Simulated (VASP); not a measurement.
# SrO (I4mm) in VASP: further runs

SrO is run at these levels: r2SCAN; tasks: single point.

All numbers are computed with VASP 6.6.1; they aren't measurements. Logs are shortened: lines on timing, memory, paths and dates and some standing lists are left out, and cuts for length are marked.

**1. The cell of the first run**

The structure is tetragonal, space group I4mm (No. 107). The conventional cell has a = 3.634 Å, b = 3.634 Å, c = 5.140 Å, α = 90.00°, β = 90.00°, γ = 90.00°. Within 3.3 Å of Sr (site symmetry 4mm) lie 6 O at 2.47 to 2.67 Å. O (site symmetry 4mm) has 6 Sr at 2.47 to 2.67 Å within 3.3 Å.

**2. Single point, r2SCAN**

POSCAR reads:

```
SrO
1.0
    0.0000000000      2.5698000000      2.5698000000
    2.5698000000      0.0000000000      2.5698000000
    2.5698000000      2.5698000000      0.0000000000
Sr O
1 1
Direct
    0.0194567671      0.0194567671     -0.0194567671
    0.5000000000      0.5000000000      0.5000000000
```

INCAR.step1 reads:

```
SYSTEM = SrO
ALGO = Normal ; EDIFF = 1E-4
ENCUT = 520 ; GGA = PE
ISMEAR = 0 ; LASPH = .TRUE.
LCHARG = .FALSE. ; LREAL = .FALSE.
LWAVE = .TRUE. ; NBANDS = 15
NELM = 100 ; PREC = Accurate
SIGMA = 0.05
```

INCAR.step2 reads:

```
SYSTEM = SrO
ALGO = Normal ; EDIFF = 1E-6
ENCUT = 520 ; ISIF = 2
ISMEAR = 0 ; ISTART = 1
LASPH = .TRUE. ; LCHARG = .FALSE.
LMIXTAU = .TRUE. ; LREAL = .FALSE.
LWAVE = .FALSE. ; METAGGA = R2SCAN
NBANDS = 15 ; NELM = 100
PREC = Accurate ; SIGMA = 0.05
```

KPOINTS reads:

```
k-points
0
G
  8 8 8
  0 0 0
```

Potentials or basis: VASP PAW PBE potentials, release 64 (Sr_sv, O).

Started as:

```
> cat potpaw_PBE.64/Sr_sv/POTCAR potpaw_PBE.64/O/POTCAR > POTCAR
> cp INCAR.step1 INCAR
> mpirun -np 1 vasp_std > vasp.out
> cp INCAR.step2 INCAR
> mpirun -np 1 vasp_std > vasp.out
```

OUTCAR:

```text
SYSTEM = SrO
   EDIFF = 1E-6
   ENCUT = 520
   ISIF = 2
   ISMEAR = 0
   ISTART = 1
   LASPH = .TRUE.
   LREAL = .FALSE.
   METAGGA = R2SCAN
   NELM = 100
   PREC = Accurate

 ion  position               nearest neighbor table
   1  0.019  0.019  0.981-   2 2.47   2 2.57   2 2.57   2 2.57   2 2.57   2 2.67
   2  0.500  0.500  0.500-   1 2.47   1 2.57   1 2.57   1 2.57   1 2.57   1 2.67

  LATTYP: Found a face centered cubic cell.
 ALAT       =     5.1396000000

  Lattice vectors:

 A1 = (   0.0000000000,   2.5698000000,   2.5698000000)
 A2 = (   2.5698000000,   0.0000000000,   2.5698000000)
 A3 = (   2.5698000000,   2.5698000000,   0.0000000000)

Analysis of symmetry for initial positions (statically):
=====================================================================
 Subroutine PRICEL returns:
 Original cell was already a primitive cell.

 Routine SETGRP: Setting up the symmetry group for a
 face centered cubic supercell.

 Subroutine GETGRP returns: Found  8 space group operations
 (whereof  8 operations were pure point group operations)
 out of a pool of 48 trial point group operations.

The static configuration has the point symmetry C_4v.

Analysis of symmetry for dynamics (positions and initial velocities):
=====================================================================
 Subroutine PRICEL returns:
 Original cell was already a primitive cell.

 Routine SETGRP: Setting up the symmetry group for a
 face centered cubic supercell.

 Subroutine GETGRP returns: Found  8 space group operations
 (whereof  8 operations were pure point group operations)
 out of a pool of 48 trial point group operations.

The dynamic configuration has the point symmetry C_4v.

 Subroutine INISYM returns: Found  8 space group operations
 (whereof  8 operations are pure point group operations),
 and found     1 'primitive' translations

----------------------------------------------------------------------------------------

                                     Primitive cell

  volume of cell :      33.9413

  direct lattice vectors                    reciprocal lattice vectors
     0.000000000  2.569800000  2.569800000    -0.194567671  0.194567671  0.194567671
     2.569800000  0.000000000  2.569800000     0.194567671 -0.194567671  0.194567671
     2.569800000  2.569800000  0.000000000     0.194567671  0.194567671 -0.194567671

  length of vectors
     3.634246013  3.634246013  3.634246013     0.337001091  0.337001091  0.337001091

  position of ions in fractional coordinates (direct lattice)
     0.019456767  0.019456767  0.980543233
     0.500000000  0.500000000  0.500000000

  ion indices of the primitive-cell ions
   primitive index   ion index
                 1           1
                 2           2

----------------------------------------------------------------------------------------

 KPOINTS: k-points

Automatic generation of k-mesh.
 Grid dimensions read from file:
 generate k-points for:    8    8    8

 Generating k-lattice:

  Cartesian coordinates                     Fractional coordinates (reciprocal lattice)
    -0.024320959  0.024320959  0.024320959     0.125000000  0.000000000  0.000000000
     0.024320959 -0.024320959  0.024320959     0.000000000  0.125000000  0.000000000
     0.024320959  0.024320959 -0.024320959     0.000000000  0.000000000  0.125000000

  Length of vectors
     0.042125136  0.042125136  0.042125136

  Shift w.r.t. Gamma in fractional coordinates (k-lattice)
     0.000000000  0.000000000  0.000000000

 Subroutine IBZKPT returns following result:
 ===========================================

 Found     59 irreducible k-points:

 Following reciprocal coordinates:
            Coordinates               Weight
  0.000000  0.000000  0.000000      1.000000
  0.125000  0.000000  0.000000      8.000000
  0.250000  0.000000  0.000000      8.000000
  0.375000  0.000000  0.000000      8.000000
  0.500000  0.000000  0.000000      4.000000
  0.125000  0.125000  0.000000      2.000000
[... 16 lines left out ...]
  0.000000  0.375000  0.250000     16.000000
  0.500000  0.250000  0.000000      8.000000
 [... further k-points ...]
   k-points           NKPTS =     59   k-points in BZ     NKDIM =     59   number of bands    NBANDS=     15
   number of dos      NEDOS =    301   number of ions     NIONS =      2
   total plane-waves  NPLWV =  21952
   dimension x,y,z NGX =    28 NGY =   28 NGZ =   28
   dimension x,y,z NGXF=    56 NGYF=   56 NGZF=   56
   ions per type =               1   1
   NGX,Y,Z   is equivalent  to a cutoff of  12.81, 12.81, 12.81 a.u.
   NGXF,Y,Z  is equivalent  to a cutoff of  25.62, 25.62, 25.62 a.u.
 SYSTEM =  SrO
   PREC   = accura    normal or accurate (medium, high low for compatibility)
   ISTART =      1    job   : 0-new  1-cont  2-samecut
   ICHARG =      0    charge: 1-file 2-atom 10-const
   ISPIN  =      1    spin polarized calculation?
   LNONCOLLINEAR =      F non collinear calculations
   LSORBIT =      F    spin-orbit coupling
   LASPH  =      T    aspherical Exc in radial PAW
   ENCUT  =  520.0 eV  38.22 Ry    6.18 a.u.   6.76  6.76  6.76*2*pi/ulx,y,z
   NELM   =    100;   NELMIN=  2; NELMDL=  0     # of ELM steps
   EDIFF  = 0.1E-05   stopping-criterion for ELM
   LREAL  =      F    real-space projection
   EDIFFG = 0.1E-04   stopping-criterion for IOM
   NSW    =      0    number of steps for IOM
   IBRION =     -1    ionic relax: 0-MD 1-quasi-New 2-CG
   NFREE  =      0    steps in history (QN), initial steepest desc. (CG)
   ISIF   =      2    stress and relaxation
   ISYM   =      2    0-nonsym 1-usesym 2-fastsym
   POTIM  = 0.5000    time-step for ionic-motion
   TEBEG  =    0.0;   TEEND  =   0.0 temperature during run
   PSTRESS=    0.0 pullay stress
   NELECT =      16.0000    total number of electrons
   NUPDOWN=      -1.0000    fix difference up-down
   EMIN   =  10.00;   EMAX   =-10.00  energy-range for DOS
   EFERMI =   0.00;   METHOD = LEGACY
   ISMEAR =     0;   SIGMA  =   0.05  broadening in eV -4-tet -1-fermi 0-gaus
   EFERMI_NEDOS =   21; number of points for ismear=-14 and -15
   IALGO  =     38    algorithm
   IMIX   =      4    mixing-type and parameters
     AMIX     =   0.40;   BMIX     =  1.00
     AMIX_MAG =   1.60;   BMIX_MAG =  1.00
  volume/ion in A,a.u.               =      16.97       114.52
  Fermi-wavevector in a.u.,A,eV,Ry     =   1.274106  2.407711 22.086959  1.623346
  Thomas-Fermi vector in A             =   2.406892
   LORBIT       =      0    0 simple, 1 ext, 2 COOP (PROOUT), +10 PAW based schemes
   METAGGA = R2SCAN    functional components
   LHFCALC =     F    Hartree Fock is set to
   AEXX    =    0.0000 exact exchange contribution
   IVDW    =     0    specifies the selected vdW correction
   LEPSILON=     F    determine dielectric tensor
   LRPA    =     F    only Hartree local field effects (RPA)
 non-spin polarized calculation
 Gauss-broadening in eV      SIGMA  =   0.05
  energy-cutoff  :      520.00
  volume of cell :       33.94
 maximum number of plane-waves:       941
   NGX = 13   NGY = 13   NGZ = 13

 number of electron      15.9999997 magnetization

 Free energy of the ion-electron system (eV)
  ---------------------------------------------------
  ext. energy  EPLUGINS =         0.00000000
  ---------------------------------------------------
  free energy    TOTEN  =       -27.03927094 eV

  energy without entropy =      -27.03927094  energy(sigma->0) =      -27.03927094

 E-fermi :   1.6718     XC(G=0): -10.5909

 val. band max:        1.3240111099   @ k =   0.0000   0.0000   0.0000
 cond. band min:       5.0908188476   @ k =   0.5000   0.5000   0.0000
 fundamental gap:      3.7668077377
 Fermi energy:         1.6718481442

 k-point     1 :       0.0000    0.0000    0.0000
  band No.  band energies     occupation
      1     -32.1110      2.00000
      2     -14.7088      2.00000
      3     -13.1330      2.00000
      4     -13.1330      2.00000
      5     -13.1136      2.00000
      6       1.3176      2.00000
      7       1.3176      2.00000
      8       1.3240      2.00000
      9       6.0094      0.00000
     10       8.1336      0.00000
     11       8.1733      0.00000
     12       8.1733      0.00000
     13      10.4566      0.00000
     14      10.5176      0.00000
     15      14.6457      0.00000

 k-point     2 :       0.1250    0.0000    0.0000
  band No.  band energies     occupation
      1     -32.0907      2.00000
      2     -14.9919      2.00000
      3     -13.1511      2.00000
      4     -13.1447      2.00000
      5     -12.8740      2.00000
      6       0.8834      2.00000
      7       1.1297      2.00000
      8       1.1532      2.00000
      9       6.6879      0.00000
     10       7.9779      0.00000
     11       8.4619      0.00000
     12       8.4722      0.00000
     13      10.8764      0.00000
     14      10.9376      0.00000
     15      15.6699      0.00000

 k-point     3 :       0.2500    0.0000    0.0000
  band No.  band energies     occupation
      1     -32.0411      2.00000
      2     -15.5030      2.00000
      3     -13.1776      2.00000
      4     -13.1726      2.00000
      5     -12.4864      2.00000
      6       0.0966      2.00000
      7       0.7185      2.00000
      8       0.7371      2.00000
      9       7.8564      0.00000
     10       8.2622      0.00000
     11       9.2940      0.00000
     12       9.3006      0.00000
     13      11.9172      0.00000
     14      11.9760      0.00000
     15      17.7168      0.00000
[... 343 lines left out ...]
 k-point    23 :       0.0000    0.3750    0.2500
  band No.  band energies     occupation
      1     -31.9804      2.00000
      2     -15.4207      2.00000
      3     -13.4192      2.00000
      4     -13.3702      2.00000
      5     -12.8012      2.00000
      6       0.0981      2.00000
      7       0.9052      2.00000
      8       1.0631      2.00000
      9       6.1874      0.00000
     10       8.9741      0.00000
     11      11.0703      0.00000
     12      11.3432      0.00000
     13      12.1048      0.00000
     14      13.0645      0.00000
     15      18.3939      0.00000

 k-point    24 :       0.5000    0.2500    0.0000
  band No.  band energies     occupation
      1     -31.9496      2.00000
      2     -15.5883      2.00000
      3     -13.5778      2.00000
      4     -13.3573      2.00000
      5     -12.6761      2.00000
      6       0.1599      2.00000
      7       0.6143      2.00000
      8       0.7257      2.00000
      9       6.8698      0.00000
     10       9.5485      0.00000
     11      11.2140      0.00000
     12      11.6913      0.00000
     13      13.1647      0.00000
     14      14.4993      0.00000
     15      16.1738      0.00000

 [... further k-points ...]
[... 5 lines left out ...]
  --------------------------------------------------------------------------------------
  -------------------------------------------------------------------------------------
  Total        0.3316289      0.3316289      0.5939874      0.0000000      0.0000000      0.0000000
  in kB       15.6543479     15.6543479     28.0388288      0.0000000      0.0000000      0.0000000
  external PRESSURE =      19.7825082 kB  Pullay stress =       0.0000000 kB

 VOLUME and BASIS-vectors are now :
 -----------------------------------------------------------------------------
  energy-cutoff  :      520.00
  volume of cell :       33.94
      direct lattice vectors                 reciprocal lattice vectors
     0.000000000  2.569800000  2.569800000    -0.194567671  0.194567671  0.194567671
     2.569800000  0.000000000  2.569800000     0.194567671 -0.194567671  0.194567671
     2.569800000  2.569800000  0.000000000     0.194567671  0.194567671 -0.194567671

 POSITION                                       TOTAL-FORCE (eV/Angst)
 -----------------------------------------------------------------------------------
      2.56980      2.56980      0.10000         0.000000      0.000000     -0.276429
      2.56980      2.56980      2.56980         0.000000      0.000000      0.276429
 -----------------------------------------------------------------------------------
    total drift:                                0.000000      0.000000      0.002507

  FREE ENERGIE OF THE ION-ELECTRON SYSTEM (eV)
  ---------------------------------------------------
  free  energy   TOTEN  =       -27.0392709429 eV

  energy  without entropy=      -27.0392709429  energy(sigma->0) =      -27.03927094
```

Wall time 1.7 min (1 thread of Intel Xeon Platinum 8488C (Sapphire Rapids), shared host); peak memory 0.18 GiB.

Results:

```
Free energy            : -27.0393 eV
Pressure               : 2.0 GPa
Largest force          : 0.276 eV/Å
Band gap on the k mesh : 3.77 eV, indirect (least direct gap 3.83 eV)
```

Forces on the atoms (eV/Å):
```
Sr   0.000  0.000 -0.276
O    0.000  0.000  0.276
```

Stress tensor (GPa, compression positive):
```
1.57 0.00 0.00
0.00 1.57 0.00
0.00 0.00 2.80
```

Caveat: the cell differs from its parent crystal (all Sr atoms moved -0.100 Å, as atom 1 towards its neighbour atom 2 (O) at 2.570 Å); the PAW data sets were made with another functional, which shifts forces and pressure a little.

(Part 1 of 2 ends here.)
